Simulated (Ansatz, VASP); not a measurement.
**Two plane-wave programs on CdBi2**

```
CELL_PARAMETERS angstrom
3.51016 0.00000 0.00000
-1.75508 3.03988 0.00000
0.00000 0.00000 16.51583
ATOMIC_POSITIONS crystal
Cd 0.33333 0.66667 0.25000
Cd 0.66667 0.33333 0.75000
Bi 0.33333 0.66667 0.59184
Bi 0.66667 0.33333 0.09184
Bi 0.33333 0.66667 0.90816
Bi 0.66667 0.33333 0.40816
```

Alike in both runs: functional PBE; k mesh 12 × 12 × 4; occupations gaussian, width 0.1 eV; no spin polarisation.

Ansatz relaxed the structure, and its values are those at the end. VASP's run is a single point on that final structure, the one shown.

|  | VASP | Ansatz |
| --- | --- | --- |
| version | VASP 6.6.1 | Ansatz 0.2.0 |
| potentials or method | VASP PAW PBE potentials, release 64 (Cd, Bi_d), cutoff 520 eV | scalar-relativistic, plane waves, PAW |
| valence electrons in the cell | 84 | 100 |

|  | VASP | Ansatz | Ansatz less VASP |
| --- | --- | --- | --- |
| gap on the k mesh at the Fermi level (eV) | none | none | - |
| pressure (GPa) | 0.0 | 0.0 | -0.02 |
| rms of the force components (eV/Å) | 0.004 | 0.000 | -0.0042 |

A gap of «none» marks a metal or a gap that the smearing closes. The functional is the same, so the differences come from potentials, cutoffs and numerics. VASP's potentials hold 84 valence electrons a cell and Ansatz's 100, so a difference there can come from the potentials and not from the codes.

Neither program's run includes spin-orbit coupling.
